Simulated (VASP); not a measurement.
A run of VASP 6.6.1:

Contents of INCAR:

```
SYSTEM = Si16C15
PREC     = Accurate       ! precision mode
ENCUT    = 520            ! plane-wave cutoff, eV
EDIFF    = 1E-6           ! SCF threshold, eV
ISMEAR   = 0              ! smearing method
SIGMA    = 0.01           ! smearing width, eV
LREAL    = Auto         
LASPH    = .TRUE.         ! aspherical terms in the spheres
NELM     = 100            ! most SCF steps
ALGO     = Fast           ! electronic algorithm
ISIF     = 2              ! what is computed and relaxed
LWAVE    = .FALSE.        ! write WAVECAR
LCHARG   = .TRUE.         ! write CHGCAR
GGA      = PE             ! functional
LELF     = .TRUE.         ! ELF
LVHAR    = .TRUE.       
NELECT   = 126.0        
NBANDS   = 83             ! bands
```

File KPOINTS:

```
Automatic mesh
0
G
  4 4 2
  0 0 0
```

POSCAR

```
Si16C15
1.0
    3.0941201761     -5.3591733614      0.0000000000
   -6.1882403623      0.0000000058      0.0000000000
    0.0000000000      0.0000000000    -10.1293391959
Si C
16 15
Direct
    0.3442351532      0.1889298583      0.0716421086
    0.8351023611      0.1707451287      0.0651567869
    0.3383964460      0.6763047374      0.0640230211
    0.8373744141      0.6762840548      0.0640296376
    0.1657942010      0.3303731806      0.5609546817
    0.6640944169      0.3303861370      0.5609690801
    0.1658261262      0.8321812407      0.5625152123
    0.6628239451      0.8261165373      0.5601604771
    0.4906033186      0.0118556114      0.3137670043
    1.0207573795      0.0118250230      0.3137647301
    0.4695613956      0.4396184321      0.3011576467
    1.0004239928      0.5013468869      0.3093422990
    0.0011680295      0.5028320637      0.8134298813
    0.5031370172      0.5067760733      0.8114557220
    0.0011079918      1.0040512638      0.8137780893
    0.5024382759      1.0040509175      0.8137878937
    0.8328161568      0.1661235549      0.2518648282
    0.3334680557      0.6656399330      0.2501991771
    0.8315889156      0.6655893129      0.2502196383
    0.1679097556      0.3369403366      0.7499964685
    0.6685370115      0.3369353299      0.7500048607
    0.1677891217      0.8360911188      0.7513285906
    0.6684888910      0.8374852244      0.7484710064
   -0.0054600979     -0.0053782421      0.5036784722
    0.4996080266     -0.0053406067      0.5036806912
   -0.0009826400      0.4985448940      0.4993328931
    0.4961669699      0.4928262299      0.4988611894
    0.5079648578      0.5164489327      0.9941042351
    1.0026836648      0.5058832181      0.9993627915
    0.5038447553      1.0092460570      0.9994538325
    1.0048971713      1.0092479102      0.9994624593
```

Potentials or basis: VASP PAW PBE potentials, release 64 (Si, C).

Run with:

```sh
$ cat potpaw_PBE.64/Si/POTCAR potpaw_PBE.64/C/POTCAR > POTCAR
$ mpirun -np 1 vasp_std > vasp.out
```

Hardware: 1 thread of Oxide Virtual Turin-like Processor, on a shared host.

How long does it take, and how much memory?

It took 19 min on 1 thread of Oxide Virtual Turin-like Processor (shared host), peak memory 0.59 GiB. Counts: scf iterations 17, k points 20.
